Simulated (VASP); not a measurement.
Set up this calculation in VASP 6.6.1, as the native input.

```yaml
Task: single point
Functional: PBEsol
Potentials_or_basis: VASP PAW PBE potentials, release 64 (W_sv)
Cutoff: 500 eV
k_mesh: 8 × 8 × 8
Occupations: gaussian, width 0.05 eV
Spin: non-collinear spin, zero start, spin-orbit coupling
Starting_moments: "[[0.0, 0.0, 0.0]] μB"
Dipole_correction: no
Further_INCAR_settings: ALGO = Normal; EDIFF = 1e-06; NBANDS = 25
```

The structure of W lies in POSCAR:

```
W
1.0
   -1.5799983977      1.5799983977      1.5799983977
    1.5799983977     -1.5799983977      1.5799983977
    1.5799983977      1.5799983977     -1.5799983977
W
1
Direct
    0.0000000000      0.0000000000      0.0000000000
```

These files were run (other wordings do the same):

INCAR

```
PREC = Accurate
ENCUT = 500
EDIFF = 1E-6
ISMEAR = 0
SIGMA = 0.05
LREAL = F
LASPH = T
NELM = 200
ALGO = Normal
ISIF = 2
LWAVE = F
LCHARG = F
MAGMOM = 0 0 0
LORBIT = 11
LSORBIT = T
GGA_COMPAT = F
LORBMOM = T
LMAXMIX = 4
GGA = PS
NBANDS = 25
```

KPOINTS

```
Automatic mesh
0
Gamma
  8 8 8
```

Potentials or basis: VASP PAW PBE potentials, release 64 (W_sv).

Command:

```console
$ cat potpaw_PBE.64/W_sv/POTCAR > POTCAR
$ mpirun -np 1 vasp_ncl > vasp.out
```

It gave:

- Pressure: 0.2 GPa
- Net moment: 0.00 μB per cell
- Valence electrons inside the program's atomic spheres: W 12.13

Caveat: the PAW data sets were made with another functional, which shifts forces and pressure a little.

Run time: 13 s on 1 thread of Intel Xeon 6975P-C (shared host), peak memory 0.17 GiB.
